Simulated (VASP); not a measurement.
# MgS (F-43m) in VASP: a series of runs

MgS is run at these levels: r2SCAN; tasks: dielectric tensor.

All numbers are computed with VASP 6.6.1; they aren't measurements. Logs are shortened: lines on timing, memory, paths and dates and some standing lists are left out, and cuts for length are marked.

## Step 1: The cell of the first run

Symmetry: F-43m, No. 216, cubic system. The conventional cell has a = 5.775 Å, b = 5.775 Å, c = 5.775 Å, α = 90.00°, β = 90.00°, γ = 90.00°. Mg (site symmetry -43m) has 4 S at 2.50 Å within 3.3 Å. Within 3.3 Å of S (site symmetry -43m) lie 4 Mg at 2.50 Å.

## Step 2: Dielectric tensor, r2SCAN (strain +2.0%)

Contents of INCAR:

```
SYSTEM = MgS
PREC = Accurate
ENCUT = 520
EDIFF = 1E-8
ISMEAR = 0
SIGMA = 0.01
LREAL = .False.
LASPH = .True.
NELM = 60
ALGO = Normal
ISIF = 2
LWAVE = .False.
LCHARG = .False.
METAGGA = R2SCAN
LMIXTAU = .True.
LCALCEPS = .True.
```

Contents of KPOINTS:

```
Automatic mesh
0
Gamma
  6 6 6
  0 0 0
```

Contents of POSCAR:

```
MgS
1.0
    0.0000000000      2.8874943781      2.8874943781
    2.8874943781      0.0000000000      2.8874943781
    2.8874943781      2.8874943781      0.0000000000
Mg S
1 1
Direct
    0.0000000000      0.0000000000      0.0000000000
    0.2500000000      0.2500000000      0.2500000000
```

Potentials or basis: VASP PAW PBE potentials, release 64 (Mg, S).

The run is started by

```sh
$ cat potpaw_PBE.64/Mg/POTCAR potpaw_PBE.64/S/POTCAR > POTCAR
$ mpirun -np 1 vasp_std > vasp.out
```

OUTCAR:

```text
SYSTEM = MgS
   PREC = Accurate
   ENCUT = 520
   EDIFF = 1E-8
   ISMEAR = 0
   LREAL = .False.
   LASPH = .True.
   NELM = 60
   ISIF = 2
   METAGGA = R2SCAN

 ion  position               nearest neighbor table
   1  0.000  0.000  0.000-   2 2.50   2 2.50   2 2.50   2 2.50
   2  0.250  0.250  0.250-   1 2.50   1 2.50   1 2.50   1 2.50

  LATTYP: Found a face centered cubic cell.
 ALAT       =     5.7749887562

  Lattice vectors:

 A1 = (   0.0000000000,   2.8874943781,   2.8874943781)
 A2 = (   2.8874943781,   0.0000000000,   2.8874943781)
 A3 = (   2.8874943781,   2.8874943781,   0.0000000000)

Analysis of symmetry for initial positions (statically):
=====================================================================
 Subroutine PRICEL returns:
 Original cell was already a primitive cell.

 Routine SETGRP: Setting up the symmetry group for a
 face centered cubic supercell.

 Subroutine GETGRP returns: Found 24 space group operations
 (whereof 24 operations were pure point group operations)
 out of a pool of 48 trial point group operations.

The static configuration has the point symmetry T_d .

Analysis of symmetry for dynamics (positions and initial velocities):
=====================================================================
 Subroutine PRICEL returns:
 Original cell was already a primitive cell.

 Routine SETGRP: Setting up the symmetry group for a
 face centered cubic supercell.

 Subroutine GETGRP returns: Found 24 space group operations
 (whereof 24 operations were pure point group operations)
 out of a pool of 48 trial point group operations.

The dynamic configuration has the point symmetry T_d .

 Subroutine INISYM returns: Found 24 space group operations
 (whereof 24 operations are pure point group operations),
 and found     1 'primitive' translations

----------------------------------------------------------------------------------------

                                     Primitive cell

  volume of cell :      48.1497

  direct lattice vectors                    reciprocal lattice vectors
     0.000000000  2.887494378  2.887494378    -0.173160510  0.173160510  0.173160510
     2.887494378  0.000000000  2.887494378     0.173160510 -0.173160510  0.173160510
     2.887494378  2.887494378  0.000000000     0.173160510  0.173160510 -0.173160510

  length of vectors
     4.083533711  4.083533711  4.083533711     0.299922802  0.299922802  0.299922802

  position of ions in fractional coordinates (direct lattice)
     0.000000000  0.000000000  0.000000000
     0.250000000  0.250000000  0.250000000

  ion indices of the primitive-cell ions
   primitive index   ion index
                 1           1
                 2           2

----------------------------------------------------------------------------------------

 KPOINTS: Automatic mesh

Automatic generation of k-mesh.
 Grid dimensions read from file:
 generate k-points for:    6    6    6

 Generating k-lattice:

  Cartesian coordinates                     Fractional coordinates (reciprocal lattice)
    -0.028860085  0.028860085  0.028860085     0.166666667  0.000000000  0.000000000
     0.028860085 -0.028860085  0.028860085     0.000000000  0.166666667  0.000000000
     0.028860085  0.028860085 -0.028860085     0.000000000  0.000000000  0.166666667

  Length of vectors
     0.049987134  0.049987134  0.049987134

  Shift w.r.t. Gamma in fractional coordinates (k-lattice)
     0.000000000  0.000000000  0.000000000

 Subroutine IBZKPT returns following result:
 ===========================================

 Found     16 irreducible k-points:

 Following reciprocal coordinates:
            Coordinates               Weight
  0.000000  0.000000  0.000000      1.000000
  0.166667  0.000000  0.000000      8.000000
  0.333333  0.000000  0.000000      8.000000
  0.500000  0.000000  0.000000      4.000000
  0.166667  0.166667  0.000000      6.000000
  0.333333  0.166667  0.000000     24.000000
[... 8 lines left out ...]
 -0.333333  0.333333  0.166667     24.000000
 -0.333333  0.500000  0.166667     12.000000
   k-points           NKPTS =     16   k-points in BZ     NKDIM =     16   number of bands    NBANDS=      8
   number of dos      NEDOS =    301   number of ions     NIONS =      2
   total plane-waves  NPLWV =  27000
   dimension x,y,z NGX =    30 NGY =   30 NGZ =   30
   dimension x,y,z NGXF=    60 NGYF=   60 NGZF=   60
   ions per type =               1   1
   NGX,Y,Z   is equivalent  to a cutoff of  12.21, 12.21, 12.21 a.u.
   NGXF,Y,Z  is equivalent  to a cutoff of  24.43, 24.43, 24.43 a.u.
 SYSTEM =  MgS
   PREC   = accura    normal or accurate (medium, high low for compatibility)
   ISTART =      0    job   : 0-new  1-cont  2-samecut
   ICHARG =      2    charge: 1-file 2-atom 10-const
   ISPIN  =      1    spin polarized calculation?
   LNONCOLLINEAR =      F non collinear calculations
   LSORBIT =      F    spin-orbit coupling
   LASPH  =      T    aspherical Exc in radial PAW
   ENCUT  =  520.0 eV  38.22 Ry    6.18 a.u.   7.59  7.59  7.59*2*pi/ulx,y,z
   NELM   =     60;   NELMIN=  2; NELMDL= -5     # of ELM steps
   EDIFF  = 0.1E-07   stopping-criterion for ELM
   LREAL  =      F    real-space projection
   EDIFFG = 0.1E-06   stopping-criterion for IOM
   NSW    =      0    number of steps for IOM
   IBRION =     -1    ionic relax: 0-MD 1-quasi-New 2-CG
   NFREE  =      0    steps in history (QN), initial steepest desc. (CG)
   ISIF   =      2    stress and relaxation
   ISYM   =      2    0-nonsym 1-usesym 2-fastsym
   POTIM  = 0.5000    time-step for ionic-motion
   TEBEG  =    0.0;   TEEND  =   0.0 temperature during run
   PSTRESS=    0.0 pullay stress
   NELECT =       8.0000    total number of electrons
   NUPDOWN=      -1.0000    fix difference up-down
   EMIN   =  10.00;   EMAX   =-10.00  energy-range for DOS
   EFERMI =   0.00;   METHOD = LEGACY
   ISMEAR =     0;   SIGMA  =   0.01  broadening in eV -4-tet -1-fermi 0-gaus
   EFERMI_NEDOS =   21; number of points for ismear=-14 and -15
   IALGO  =     38    algorithm
   IMIX   =      4    mixing-type and parameters
     AMIX     =   0.40;   BMIX     =  1.00
     AMIX_MAG =   1.60;   BMIX_MAG =  1.00
  volume/ion in A,a.u.               =      24.07       162.47
  Fermi-wavevector in a.u.,A,eV,Ry     =   0.899996  1.700745 11.020609  0.809992
  Thomas-Fermi vector in A             =   2.022898
   LORBIT       =      0    0 simple, 1 ext, 2 COOP (PROOUT), +10 PAW based schemes
   METAGGA = R2SCAN    functional components
   LHFCALC =     F    Hartree Fock is set to
   AEXX    =    0.0000 exact exchange contribution
   IVDW    =     0    specifies the selected vdW correction
   LEPSILON=     F    determine dielectric tensor
   LRPA    =     F    only Hartree local field effects (RPA)
   LRPA       =     F
 non-spin polarized calculation
 Gauss-broadening in eV      SIGMA  =   0.01
  energy-cutoff  :      520.00
  volume of cell :       48.15
 maximum number of plane-waves:      1313
   NGX = 15   NGY = 15   NGZ = 15

 number of electron       7.9999999 magnetization

 Free energy of the ion-electron system (eV)
  ---------------------------------------------------
  ext. energy  EPLUGINS =         0.00000000
  ---------------------------------------------------
  free energy    TOTEN  =       -15.41731978 eV

  energy without entropy =      -15.41731978  energy(sigma->0) =      -15.41731978

 E-fermi :   0.4899     XC(G=0):  -8.5414

 val. band max:        0.4153047500   @ k =   0.0000   0.0000   0.0000
 cond. band min:   10000.0000000000   @ k =   0.0000   0.0000   0.0000
 fundamental gap:   9999.5846952500
 Fermi energy:         0.4898852692

 k-point     1 :       0.0000    0.0000    0.0000
  band No.  band energies     occupation
      1     -11.1326      2.00000
      2       0.4148      2.00000
      3       0.4151      2.00000
      4       0.4153      2.00000
      5   10000.0000      0.00000
      6   10000.0000      0.00000
      7   10000.0000      0.00000
      8   10000.0000      0.00000

 k-point     2 :       0.1667    0.0000    0.0000
  band No.  band energies     occupation
      1     -10.9950      2.00000
      2      -0.5755      2.00000
      3       0.3300      2.00000
      4       0.3303      2.00000
      5   10000.0000      0.00000
      6   10000.0000      0.00000
      7   10000.0000      0.00000
      8   10000.0000      0.00000

 k-point     3 :       0.3333    0.0000    0.0000
  band No.  band energies     occupation
      1     -10.6913      2.00000
      2      -1.9578      2.00000
      3       0.1741      2.00000
      4       0.1744      2.00000
      5   10000.0000      0.00000
      6   10000.0000      0.00000
      7   10000.0000      0.00000
      8   10000.0000      0.00000

 k-point     4 :       0.5000    0.0000    0.0000
  band No.  band energies     occupation
      1     -10.5217      2.00000
      2      -2.5359      2.00000
      3       0.1022      2.00000
      4       0.1025      2.00000
      5   10000.0000      0.00000
      6   10000.0000      0.00000
      7   10000.0000      0.00000
      8   10000.0000      0.00000

 k-point     5 :       0.1667    0.1667    0.0000
  band No.  band energies     occupation
      1     -10.9494      2.00000
      2      -0.5509      2.00000
      3       0.1328      2.00000
      4       0.1332      2.00000
      5   10000.0000      0.00000
      6   10000.0000      0.00000
      7   10000.0000      0.00000
      8   10000.0000      0.00000
[... 177 lines left out ...]
 k-point    22 :      -0.5000   -0.5000   -0.5000
  band No.  band energies     occupation
      1     -10.5218      2.00000
      2      -2.5355      2.00000
      3       0.1021      2.00000
      4       0.1024      2.00000
      5   10000.0000      0.00000
      6   10000.0000      0.00000
      7   10000.0000      0.00000
      8   10000.0000      0.00000

 k-point    23 :       0.0000    0.1667    0.1667
  band No.  band energies     occupation
      1     -10.9494      2.00000
      2      -0.5509      2.00000
      3       0.1330      2.00000
      4       0.1330      2.00000
      5   10000.0000      0.00000
      6   10000.0000      0.00000
      7   10000.0000      0.00000
      8   10000.0000      0.00000

 k-point    24 :       0.0000    0.3333    0.1667
  band No.  band energies     occupation
      1     -10.6994      2.00000
      2      -1.5674      2.00000
      3      -0.1169      2.00000
      4      -0.0677      2.00000
      5   10000.0000      0.00000
      6   10000.0000      0.00000
      7   10000.0000      0.00000
      8   10000.0000      0.00000

 [... further k-points ...]

------------------------ aborting loop because EDIFF is reached ----------------------------------------

            Ionic dipole moment: p[ion]=(     8.66248     8.66248     8.66248 ) |e| Angst

 Total electronic dipole moment: p[elc]=(     0.00480     0.00480     0.01202 ) |e| Angst

 MACROSCOPIC STATIC DIELECTRIC TENSOR (including local field effects)
 ------------------------------------------------------
           3.714115    -0.000000    -0.000000
           0.000000     3.714115    -0.000000
           0.000000     0.000000     3.714115
 ------------------------------------------------------

 PIEZOELECTRIC TENSOR (including local field effects) (e Angst)
          XX          YY          ZZ          XY          YZ          ZX
  --------------------------------------------------------------------------------
  x     0.00000    -0.00000    -0.00000    -0.00000    -1.16955     0.00000
  y    -0.00000    -0.00000    -0.00000     0.00000     0.00000    -1.16955
  z     0.00000     0.00000     0.00000    -1.16955     0.00000    -0.00000

 PIEZOELECTRIC TENSOR (including local field effects) (C/m^2)
          XX          YY          ZZ          XY          YZ          ZX
  --------------------------------------------------------------------------------
  x     0.00000    -0.00000    -0.00000    -0.00000    -0.38917     0.00000
  y    -0.00000    -0.00000    -0.00000     0.00000     0.00000    -0.38917
  z     0.00000     0.00000     0.00000    -0.38917     0.00000    -0.00000

 BORN EFFECTIVE CHARGES (including local field effects) (in |e|, cummulative output)
 ---------------------------------------------------------------------------------
 ion    1
    1     1.91592     0.00000     0.00000
    2     0.00000     1.91592     0.00000
    3    -0.00000    -0.00000     1.91592
 ion    2
    1    -1.91592     0.00000     0.00000
    2    -0.00000    -1.91592    -0.00000
    3     0.00000     0.00000    -1.91592

  FORCE on cell =-STRESS in cart. coord.  units (eV):
  Direction    XX          YY          ZZ          XY          YZ          ZX
  --------------------------------------------------------------------------------------
  -------------------------------------------------------------------------------------
  Total       -1.0297803     -1.0297803     -1.0297803      0.0000000      0.0000000     -0.0000000
  in kB      -34.2658658    -34.2658658    -34.2658658      0.0000000      0.0000000     -0.0000000
  external PRESSURE =     -34.2658658 kB  Pullay stress =       0.0000000 kB

 VOLUME and BASIS-vectors are now :
 -----------------------------------------------------------------------------
  energy-cutoff  :      520.00
  volume of cell :       48.15
      direct lattice vectors                 reciprocal lattice vectors
     0.000000000  2.887494378  2.887494378    -0.173160510  0.173160510  0.173160510
     2.887494378  0.000000000  2.887494378     0.173160510 -0.173160510  0.173160510
     2.887494378  2.887494378  0.000000000     0.173160510  0.173160510 -0.173160510

 POSITION                                       TOTAL-FORCE (eV/Angst)
 -----------------------------------------------------------------------------------
      0.00000      0.00000      0.00000        -0.000000     -0.000000     -0.000000
      1.44375      1.44375      1.44375         0.000000      0.000000      0.000000
 -----------------------------------------------------------------------------------
    total drift:                                0.000000      0.000000      0.000000

  FREE ENERGIE OF THE ION-ELECTRON SYSTEM (eV)
  ---------------------------------------------------
  free  energy   TOTEN  =       -15.4173197772 eV

  energy  without entropy=      -15.4173197772  energy(sigma->0) =      -15.41731978
```

Run time: 21 min. Hardware: 1 thread of Intel Xeon Platinum 8259CL at 2.50GHz (Skylake/Cascade Lake), shared host; peak memory 0.28 GiB.

Results:

```
Band gap on the k mesh                  : 3.82 eV
Electronic dielectric tensor (diagonal) : 3.71
Born charges (mean of the diagonal)     : Mg +1.92; S -1.92 e
```

Electronic dielectric tensor:
```
3.71 0.00 0.00
0.00 3.71 0.00
0.00 0.00 3.71
```

Born effective charge tensors (e):
atom 1, Mg
```
1.92 0.00 0.00
0.00 1.92 0.00
0.00 0.00 1.92
```
atom 2, S
```
-1.92  0.00  0.00
 0.00 -1.92  0.00
 0.00  0.00 -1.92
```

Dipole moments of the cell (e·Å, modulo the quantum): ionic 8.662, 8.662, 8.662; electronic 0.005, 0.005, 0.012

Caveat: the cell differs from its parent crystal (strain +2.0%); the structure was generated, so it needn't be the stable form of MgS; the PAW data sets were made with another functional, which shifts forces and pressure a little.

[end of part 1 of 2]

The gap in the log of VASP goes by the Fermi energy; the results here count the filled bands.